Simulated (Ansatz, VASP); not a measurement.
LiCl: VASP beside Ansatz

```
Li Cl
1.0
     0.00000    2.52129    2.52129
     2.52129    0.00000    2.52129
     2.52129    2.52129    0.00000
Li Cl
1 1
Cartesian
  0.0000 0.0000 0.0000
  2.5213 2.5213 2.5213
```

Alike in both runs: task single point; functional LDA; k mesh 6 × 6 × 6; no spin polarisation.

|  | VASP | Ansatz |
| --- | --- | --- |
| version | VASP 6.6.1 | Ansatz 0.2.0 |
| potentials or method | VASP PAW LDA potentials, release 64 (Li_sv, Cl), cutoff 750 eV | plane waves, PAW |
| occupations | gaussian, width 0.01 eV | fixed |
| valence electrons in the cell | 10 | 10 |

Ansatz gave:

```
pressure (GPa) : -1.7
```

Which values does VASP return?

Pressure (GPa): -1.8.

LDA's correlation is that of Perdew and Zunger in VASP and of Perdew and Wang (1992) in Ansatz. Ansatz's warnings: stress scf threshold loose.
